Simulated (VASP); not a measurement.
# AlN (P6_3mc) in VASP: notebook

AlN is run at these levels: RPBE+D3(BJ), PBE exchange alone; tasks: single point.

Everything below comes from runs of VASP 6.6.1. Logs are shortened: lines on timing, memory, paths and dates and some standing lists are left out, and cuts for length are marked.

### Step 1. The cell of the first run

The structure is hexagonal, space group P6_3mc (No. 186). Conventional cell: a = 3.134 Å, b = 3.134 Å, c = 5.014 Å, α = 90.00°, β = 90.00°, γ = 120.00°. Al (site symmetry 3m) has 4 N at 1.91 Å within 2.5 Å. Within 2.5 Å of N (site symmetry 3m) lie 4 Al at 1.91 Å.

### Step 2. Single point, RPBE+D3(BJ)

File INCAR:

```
SYSTEM = AlN
PREC = Accurate
ENCUT = 520
EDIFF = 1E-7
ISMEAR = -1
SIGMA = 0.05
LREAL = .FALSE.
LASPH = .TRUE.
NELM = 60
ALGO = Normal
ISIF = 2
LWAVE = .FALSE.
LCHARG = .FALSE.
GGA = RP
IVDW = 12
NBANDS = 16
```

File KPOINTS:

```
Automatic mesh
0
G
  10 10 6
  0 0 0
```

File POSCAR:

```
AlN
1.0
    3.1336164949      0.0000000000      0.0000000000
   -1.5668082474      2.7137914903      0.0000000000
    0.0000000000      0.0000000000      5.0139877163
Al N
2 2
Direct
    0.6666666667      0.3333333333      0.5000000000
    0.3333333333      0.6666666667      0.0000000000
    0.6666666667      0.3333333333      0.8800000000
    0.3333333333      0.6666666667      0.3800000000
```

Potentials or basis: VASP PAW PBE potentials, release 64 (Al, N).

Run with:

```console
cat potpaw_PBE.64/Al/POTCAR potpaw_PBE.64/N/POTCAR > POTCAR
mpirun -np 1 vasp_std > vasp.out
```

OUTCAR:

```text
SYSTEM = AlN
   PREC = Accurate
   ENCUT = 520
   EDIFF = 1E-7
   ISMEAR = -1
   LREAL = .FALSE.
   LASPH = .TRUE.
   NELM = 60
   ISIF = 2
   GGA = RP
   IVDW = 12
 IVDW          = 12

 ion  position               nearest neighbor table
   1  0.667  0.333  0.500-   3 1.91   4 1.91   4 1.91   4 1.91   2 3.09   2 3.09   2 3.09   2 3.09
                             2 3.09   2 3.09
   2  0.333  0.667  0.000-   4 1.91   3 1.91   3 1.91   3 1.91   1 3.09   1 3.09   1 3.09   1 3.09
                             1 3.09   1 3.09
   3  0.667  0.333  0.880-   1 1.91   2 1.91   2 1.91   2 1.91
   4  0.333  0.667  0.380-   2 1.91   1 1.91   1 1.91   1 1.91

  LATTYP: Found a hexagonal cell.
 ALAT       =     3.1336164949
 C/A-ratio  =     1.6000642467

  Lattice vectors:

 A1 = (   3.1336164949,   0.0000000000,   0.0000000000)
 A2 = (  -1.5668082474,   2.7137914903,   0.0000000000)
 A3 = (   0.0000000000,   0.0000000000,   5.0139877163)

Analysis of symmetry for initial positions (statically):
=====================================================================
 Subroutine PRICEL returns:
 Original cell was already a primitive cell.

 Routine SETGRP: Setting up the symmetry group for a
 hexagonal supercell.

 Subroutine GETGRP returns: Found 12 space group operations
 (whereof  6 operations were pure point group operations)
 out of a pool of 24 trial point group operations.

The static configuration has the point symmetry C_3v.
 The point group associated with its full space group is C_6v.

Analysis of symmetry for dynamics (positions and initial velocities):
=====================================================================
 Subroutine PRICEL returns:
 Original cell was already a primitive cell.

 Routine SETGRP: Setting up the symmetry group for a
 hexagonal supercell.

 Subroutine GETGRP returns: Found 12 space group operations
 (whereof  6 operations were pure point group operations)
 out of a pool of 24 trial point group operations.

The dynamic configuration has the point symmetry C_3v.
 The point group associated with its full space group is C_6v.

 Subroutine INISYM returns: Found 12 space group operations
 (whereof  6 operations are pure point group operations),
 and found     1 'primitive' translations

----------------------------------------------------------------------------------------

                                     Primitive cell

  volume of cell :      42.6389

  direct lattice vectors                    reciprocal lattice vectors
[... 94 lines left out ...]
   NSW    =      0    number of steps for IOM
   IBRION =     -1    ionic relax: 0-MD 1-quasi-New 2-CG
   NFREE  =      0    steps in history (QN), initial steepest desc. (CG)
   ISIF   =      2    stress and relaxation
   ISYM   =      2    0-nonsym 1-usesym 2-fastsym
   POTIM  = 0.5000    time-step for ionic-motion
   TEBEG  =    0.0;   TEEND  =   0.0 temperature during run
   PSTRESS=    0.0 pullay stress
   NELECT =      16.0000    total number of electrons
   NUPDOWN=      -1.0000    fix difference up-down
   EMIN   =  10.00;   EMAX   =-10.00  energy-range for DOS
   EFERMI =   0.00;   METHOD = LEGACY
   ISMEAR =    -1;   SIGMA  =   0.05  broadening in eV -4-tet -1-fermi 0-gaus
   EFERMI_NEDOS =   21; number of points for ismear=-14 and -15
   IALGO  =     38    algorithm
   IMIX   =      4    mixing-type and parameters
     AMIX     =   0.40;   BMIX     =  1.00
     AMIX_MAG =   1.60;   BMIX_MAG =  1.00
  volume/ion in A,a.u.               =      10.66        71.94
  Fermi-wavevector in a.u.,A,eV,Ry     =   1.180809  2.231405 18.970736  1.394310
  Thomas-Fermi vector in A             =   2.317094
   LORBIT       =      0    0 simple, 1 ext, 2 COOP (PROOUT), +10 PAW based schemes
   GGA     = RP    functional components
   LHFCALC =     F    Hartree Fock is set to
   AEXX    =    0.0000 exact exchange contribution
   IVDW    =    12    specifies the selected vdW correction
   LEPSILON=     F    determine dielectric tensor
   LRPA    =     F    only Hartree local field effects (RPA)
 non-spin polarized calculation
  energy-cutoff  :      520.00
  volume of cell :       42.64
 maximum number of plane-waves:      1170
 NGX is ok and might be reduce to    24
   NGX = 11   NGY = 11   NGZ = 19

 number of electron      15.9999998 magnetization

 Free energy of the ion-electron system (eV)
  ---------------------------------------------------
  ext. energy  EPLUGINS =         0.00000000
  ---------------------------------------------------
  free energy    TOTEN  =       -28.34607505 eV

  energy without entropy =      -28.34607505  energy(sigma->0) =      -28.34607505

 E-fermi :   7.0599     XC(G=0): -10.6911

 val. band max:        6.0477833227   @ k =   0.0000   0.0000   0.0000
 cond. band min:      10.1449530686   @ k =   0.0000   0.0000   0.0000
 fundamental gap:      4.0971697459
 Fermi energy:         7.0599424581

 k-point     1 :       0.0000    0.0000    0.0000
  band No.  band energies     occupation
      1      -9.0361      2.00000
      2      -6.9753      2.00000
      3       0.1923      2.00000
      4       5.2272      2.00000
      5       5.2272      2.00000
      6       5.8714      2.00000
[... 433 lines left out ...]
      3       0.7718      2.00000
      4       1.7543      2.00000
      5       3.0588      2.00000
      6       3.8257      2.00000
[... 8 lines left out ...]
     15      18.6159      0.00000
     16      20.8583      0.00000

 [... further k-points ...]

------------------------ aborting loop because EDIFF is reached ----------------------------------------

 Edisp (eV)   -4.39487

 E8    (eV) :    -2.6105

  FORCE on cell =-STRESS in cart. coord.  units (eV):
  Direction    XX          YY          ZZ          XY          YZ          ZX
  --------------------------------------------------------------------------------------
  -------------------------------------------------------------------------------------
  Total      -4.80980    -4.80980    -4.45723    -0.00000     0.00000     0.00000
  in kB    -180.73067  -180.73067  -167.48285    -0.00000     0.00000     0.00000
  external pressure =     -176.31 kB  Pullay stress =        0.00 kB

 VOLUME and BASIS-vectors are now :
 -----------------------------------------------------------------------------
  energy-cutoff  :      520.00
  volume of cell :       42.64
      direct lattice vectors                 reciprocal lattice vectors
     3.133616495  0.000000000  0.000000000     0.319120097  0.184244074  0.000000000
    -1.566808247  2.713791490  0.000000000     0.000000000  0.368488148  0.000000000
     0.000000000  0.000000000  5.013987716     0.000000000  0.000000000  0.199442052

 POSITION                                       TOTAL-FORCE (eV/Angst)
 -----------------------------------------------------------------------------------
      1.56681      0.90460      2.50699        -0.000000     -0.000000     -0.136335
     -0.00000      1.80919      0.00000        -0.000000     -0.000000     -0.136335
      1.56681      0.90460      4.41231         0.000000      0.000000      0.136335
     -0.00000      1.80919      1.90532        -0.000000     -0.000000      0.136335
 -----------------------------------------------------------------------------------
    total drift:                               -0.000000     -0.000000      0.000385

  FREE ENERGIE OF THE ION-ELECTRON SYSTEM (eV)
  ---------------------------------------------------
  free  energy   TOTEN  =       -32.7409436863 eV

  energy  without entropy=      -32.7409436862  energy(sigma->0) =      -32.74094369
```

OSZICAR:

```text
N       E                     dE             d eps       ncg     rms          rms(c)
DAV:   1     0.427399381305E+02    0.42740E+02   -0.72787E+03  1792   0.896E+02
DAV:   2    -0.293656964026E+02   -0.72106E+02   -0.66570E+02  2512   0.187E+02
DAV:   3    -0.328671369567E+02   -0.35014E+01   -0.34932E+01  2192   0.427E+01
DAV:   4    -0.328886473644E+02   -0.21510E-01   -0.21509E-01  2264   0.376E+00
DAV:   5    -0.328889316288E+02   -0.28426E-03   -0.28426E-03  2280   0.434E-01    0.122E+01
DAV:   6    -0.282899610096E+02    0.45990E+01   -0.10377E+01  2136   0.232E+01    0.445E+00
DAV:   7    -0.283357582704E+02   -0.45797E-01   -0.66497E-01  1960   0.573E+00    0.308E+00
DAV:   8    -0.283500754840E+02   -0.14317E-01   -0.55899E-02  1960   0.233E+00    0.615E-01
DAV:   9    -0.283451378574E+02    0.49376E-02   -0.11833E-02  2416   0.821E-01    0.262E-01
DAV:  10    -0.283462058739E+02   -0.10680E-02   -0.36732E-03  1952   0.378E-01    0.164E-01
DAV:  11    -0.283460660830E+02    0.13979E-03   -0.35662E-04  2072   0.146E-01    0.342E-02
DAV:  12    -0.283460751765E+02   -0.90934E-05   -0.24323E-05  1944   0.391E-02    0.926E-03
DAV:  13    -0.283460750780E+02    0.98526E-07   -0.74320E-06  2072   0.211E-02    0.643E-03
DAV:  14    -0.283460750524E+02    0.25593E-07   -0.62415E-07  2160   0.678E-03
   1 F= -.32740944E+02 E0= -.32740944E+02  d E =-.221579E-10
```

It took 18 s on 1 thread of AMD EPYC 9R45 (Zen 5), shared host; peak memory 0.15 GiB.

Results:

| Quantity | Value |
| --- | --- |
| Free energy | -32.7409 eV |
| Pressure | -17.6 GPa |
| Largest force | 0.136 eV/Å |
| Band gap on the k mesh | 4.10 eV, direct |
| Dispersion energy per atom | -1.099 eV |

Forces on the atoms (eV/Å):
```
Al   0.000  0.000 -0.136
Al   0.000  0.000 -0.136
N    0.000  0.000  0.136
N    0.000  0.000  0.136
```

Stress tensor (GPa, compression positive):
```
-18.07   0.00   0.00
  0.00 -18.07   0.00
  0.00   0.00 -16.75
```

Caveat: the PAW data sets were made with another functional, which shifts forces and pressure a little.

### Step 3. Single point, PBE exchange alone

File INCAR:

```
SYSTEM = AlN
PREC     = Accurate       ! precision mode
ENCUT    = 520            ! plane-wave cutoff, eV
EDIFF    = 1E-7           ! SCF threshold, eV
ISMEAR   = -1             ! smearing method
SIGMA    = 0.05           ! smearing width, eV
LREAL    = .False.        ! projectors in reciprocal space
LASPH    = .True.         ! aspherical terms in the spheres
NELM     = 100            ! most SCF steps
ALGO     = Normal         ! electronic algorithm
ISIF     = 2              ! what is computed and relaxed
LWAVE    = .False.        ! write WAVECAR
LCHARG   = .False.        ! write CHGCAR
GGA      = PE             ! functional
ALDAC    = 0.0          
AGGAC    = 0.0          
NBANDS   = 16             ! bands
```

File KPOINTS:

```
Automatic mesh
0
Gamma
  10 10 6
  0 0 0
```

POSCAR is that of step 2.

Potentials or basis: VASP PAW PBE potentials, release 64 (Al, N).

Run with:

```console
cat potpaw_PBE.64/Al/POTCAR potpaw_PBE.64/N/POTCAR > POTCAR
mpirun -np 1 vasp_std > vasp.out
```

OUTCAR:

```text
SYSTEM = AlN
   PREC = Accurate
   ENCUT = 520
   EDIFF = 1E-7
   ISMEAR = -1
   LREAL = .False.
   LASPH = .True.
   NELM = 100
   ISIF = 2
   GGA = PE

 ion  position               nearest neighbor table
   1  0.667  0.333  0.500-   3 1.91   4 1.91   4 1.91   4 1.91   2 3.09   2 3.09   2 3.09   2 3.09
                             2 3.09   2 3.09
   2  0.333  0.667  0.000-   4 1.91   3 1.91   3 1.91   3 1.91   1 3.09   1 3.09   1 3.09   1 3.09
                             1 3.09   1 3.09
   3  0.667  0.333  0.880-   1 1.91   2 1.91   2 1.91   2 1.91
   4  0.333  0.667  0.380-   2 1.91   1 1.91   1 1.91   1 1.91

  LATTYP: Found a hexagonal cell.
 ALAT       =     3.1336164949
 C/A-ratio  =     1.6000642467

  Lattice vectors:

 A1 = (   3.1336164949,   0.0000000000,   0.0000000000)
 A2 = (  -1.5668082474,   2.7137914903,   0.0000000000)
 A3 = (   0.0000000000,   0.0000000000,   5.0139877163)

Analysis of symmetry for initial positions (statically):
=====================================================================
 Subroutine PRICEL returns:
 Original cell was already a primitive cell.

 Routine SETGRP: Setting up the symmetry group for a
 hexagonal supercell.

 Subroutine GETGRP returns: Found 12 space group operations
 (whereof  6 operations were pure point group operations)
 out of a pool of 24 trial point group operations.

The static configuration has the point symmetry C_3v.
 The point group associated with its full space group is C_6v.

Analysis of symmetry for dynamics (positions and initial velocities):
=====================================================================
 Subroutine PRICEL returns:
 Original cell was already a primitive cell.

 Routine SETGRP: Setting up the symmetry group for a
 hexagonal supercell.

 Subroutine GETGRP returns: Found 12 space group operations
 (whereof  6 operations were pure point group operations)
 out of a pool of 24 trial point group operations.

The dynamic configuration has the point symmetry C_3v.
 The point group associated with its full space group is C_6v.
[... 125 lines left out ...]
  Fermi-wavevector in a.u.,A,eV,Ry     =   1.180809  2.231405 18.970736  1.394310
  Thomas-Fermi vector in A             =   2.317094
   LORBIT       =      0    0 simple, 1 ext, 2 COOP (PROOUT), +10 PAW based schemes
   GGA     = PE    functional components
   LHFCALC =     F    Hartree Fock is set to
   AEXX    =    0.0000 exact exchange contribution
   IVDW    =     0    specifies the selected vdW correction
   LEPSILON=     F    determine dielectric tensor
   LRPA    =     F    only Hartree local field effects (RPA)
 non-spin polarized calculation
  energy-cutoff  :      520.00
  volume of cell :       42.64
 maximum number of plane-waves:      1170
 NGX is ok and might be reduce to    24
   NGX = 11   NGY = 11   NGZ = 19

 number of electron      15.9999998 magnetization

 Free energy of the ion-electron system (eV)
  ---------------------------------------------------
  ext. energy  EPLUGINS =         0.00000000
  ---------------------------------------------------
  free energy    TOTEN  =       -24.16037783 eV

  energy without entropy =      -24.16037783  energy(sigma->0) =      -24.16037783

 E-fermi :   8.4437     XC(G=0):  -9.0738

 val. band max:        7.4724947429   @ k =   0.0000   0.0000   0.0000
 cond. band min:      11.8239821958   @ k =   0.0000   0.0000   0.0000
 fundamental gap:      4.3514874529
 Fermi energy:         8.4436900115

 k-point     1 :       0.0000    0.0000    0.0000
  band No.  band energies     occupation
      1      -7.4899      2.00000
      2      -5.4341      2.00000
      3       1.7100      2.00000
      4       6.6593      2.00000
      5       6.6593      2.00000
      6       7.2979      2.00000
[... 433 lines left out ...]
      3       2.2695      2.00000
      4       3.2276      2.00000
      5       4.5292      2.00000
      6       5.2748      2.00000
[... 8 lines left out ...]
     15      20.1528      0.00000
     16      22.3123      0.00000

 [... further k-points ...]

------------------------ aborting loop because EDIFF is reached ----------------------------------------

  FORCE on cell =-STRESS in cart. coord.  units (eV):
  Direction    XX          YY          ZZ          XY          YZ          ZX
  --------------------------------------------------------------------------------------
  -------------------------------------------------------------------------------------
  Total        3.4353925      3.4353925      4.0549228      0.0000000      0.0000000     -0.0000000
  in kB      129.0866595    129.0866595    152.3658320      0.0000000      0.0000000     -0.0000000
  external PRESSURE =     136.8463837 kB  Pullay stress =       0.0000000 kB

 VOLUME and BASIS-vectors are now :
 -----------------------------------------------------------------------------
  energy-cutoff  :      520.00
  volume of cell :       42.64
      direct lattice vectors                 reciprocal lattice vectors
     3.133616495  0.000000000  0.000000000     0.319120097  0.184244074  0.000000000
    -1.566808247  2.713791490  0.000000000     0.000000000  0.368488148  0.000000000
     0.000000000  0.000000000  5.013987716     0.000000000  0.000000000  0.199442052

 POSITION                                       TOTAL-FORCE (eV/Angst)
 -----------------------------------------------------------------------------------
      1.56681      0.90460      2.50699         0.000000     -0.000000     -0.109156
     -0.00000      1.80919      0.00000        -0.000000      0.000000     -0.109156
      1.56681      0.90460      4.41231        -0.000000      0.000000      0.109156
     -0.00000      1.80919      1.90532         0.000000     -0.000000      0.109156
 -----------------------------------------------------------------------------------
    total drift:                               -0.000000     -0.000000      0.000448

  FREE ENERGIE OF THE ION-ELECTRON SYSTEM (eV)
  ---------------------------------------------------
  free  energy   TOTEN  =       -24.1603778299 eV

  energy  without entropy=      -24.1603778299  energy(sigma->0) =      -24.16037783
```

OSZICAR:

```text
N       E                     dE             d eps       ncg     rms          rms(c)
DAV:   1     0.476510020008E+02    0.47651E+02   -0.73088E+03  1792   0.896E+02
DAV:   2    -0.258075067846E+02   -0.73459E+02   -0.68033E+02  2512   0.189E+02
DAV:   3    -0.294079188075E+02   -0.36004E+01   -0.35923E+01  2192   0.434E+01
DAV:   4    -0.294311761241E+02   -0.23257E-01   -0.23256E-01  2272   0.391E+00
DAV:   5    -0.294315071582E+02   -0.33103E-03   -0.33103E-03  2256   0.469E-01    0.127E+01
DAV:   6    -0.240755545993E+02    0.53560E+01   -0.13048E+01  2176   0.259E+01    0.398E+00
DAV:   7    -0.241472053911E+02   -0.71651E-01   -0.75439E-01  1912   0.621E+00    0.297E+00
DAV:   8    -0.241652862249E+02   -0.18081E-01   -0.86583E-02  1976   0.284E+00    0.687E-01
DAV:   9    -0.241594343620E+02    0.58519E-02   -0.13914E-02  2456   0.895E-01    0.285E-01
DAV:  10    -0.241604745171E+02   -0.10402E-02   -0.41012E-03  1880   0.412E-01    0.155E-01
DAV:  11    -0.241603650895E+02    0.10943E-03   -0.33182E-04  2152   0.147E-01    0.361E-02
DAV:  12    -0.241603762175E+02   -0.11128E-04   -0.21599E-05  1936   0.361E-02    0.867E-03
DAV:  13    -0.241603777021E+02   -0.14846E-05   -0.55520E-06  2016   0.187E-02    0.415E-03
DAV:  14    -0.241603778589E+02   -0.15680E-06   -0.43369E-07  2240   0.573E-03    0.147E-03
DAV:  15    -0.241603778299E+02    0.29017E-07   -0.32002E-08  1272   0.141E-03
   1 F= -.24160378E+02 E0= -.24160378E+02  d E =-.488596E-10
```

It took 18 s on 1 thread of AMD EPYC 9R45 (Zen 5), shared host; peak memory 0.14 GiB.

What came out:

```
Free energy            : -24.1604 eV
Pressure               : 13.7 GPa
Largest force          : 0.109 eV/Å
Band gap on the k mesh : 4.35 eV, direct
```

Forces on the atoms (eV/Å):
```
Al   0.000  0.000 -0.109
Al   0.000  0.000 -0.109
N    0.000  0.000  0.109
N    0.000  0.000  0.109
```

Levels at points of the mesh, in eV from the valence-band top:
```csv
k point,band 6,band 7,band 8,band 9,band 10,band 11
"(0.00, 0.00, 0.00)",-0.17,-0.17,0.00,4.35,6.70,10.72
"(0.50, 0.00, 0.00)",-2.00,-1.68,-0.65,6.04,6.06,8.24
"(0.00, 0.00, 0.50)",-0.50,-0.50,-0.50,6.54,6.54,10.39
"(0.50, 0.00, 0.50)",-1.40,-1.31,-1.31,5.55,5.55,9.37
```

A k mesh can miss the band edges.
